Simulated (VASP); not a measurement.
PtSe2, 3 atoms in the cell. The structure is trigonal, space group P-3m1 (No. 164). The conventional cell has a = 3.761 Å, b = 3.761 Å, c = 4.859 Å, α = 90.00°, β = 90.00°, γ = 120.00°. Within 3.3 Å of Pt (site symmetry -3m) lie 6 Se at 2.51 Å. Se (site symmetry 3m) has 3 Pt at 2.51 Å and 6 Se at 3.18 to 3.34 Å within 3.4 Å. 

- Program: VASP 6.6.1
- Task: relaxation of cell and atoms
- Functional: PBEsol
- Potentials or basis: VASP PAW PBE potentials, release 64 (Pt, Se)
- Cutoff: 600 eV
- k mesh: 12 × 12 × 8
- Occupations: fermi-dirac, width 0.15 eV
- Spin: no spin polarisation
- Target pressure: 9 GPa
- Dipole correction: no
- Further INCAR settings: ALGO = Normal; EDIFF = 1e-06; IBRION = 2; EDIFFG = -0.001; NSW = 80; ISIF = 3

Potentials or basis: VASP PAW PBE potentials, release 64 (Pt, Se).

Run with:

```console
$ cat potpaw_PBE.64/Pt/POTCAR potpaw_PBE.64/Se/POTCAR > POTCAR
$ mpirun -np 1 vasp_std > vasp.out
```

Hardware: 1 thread of Intel(R) Xeon(R) 6975P-C (Granite Rapids), with other jobs on the host.

Task: Estimate the wall time of this run.

Result: It took 9.5 min on 1 thread of Intel(R) Xeon(R) 6975P-C (Granite Rapids), with other jobs on the host, peak memory 0.32 GiB. Counts: scf iterations 129, k points 131, ion steps 25.
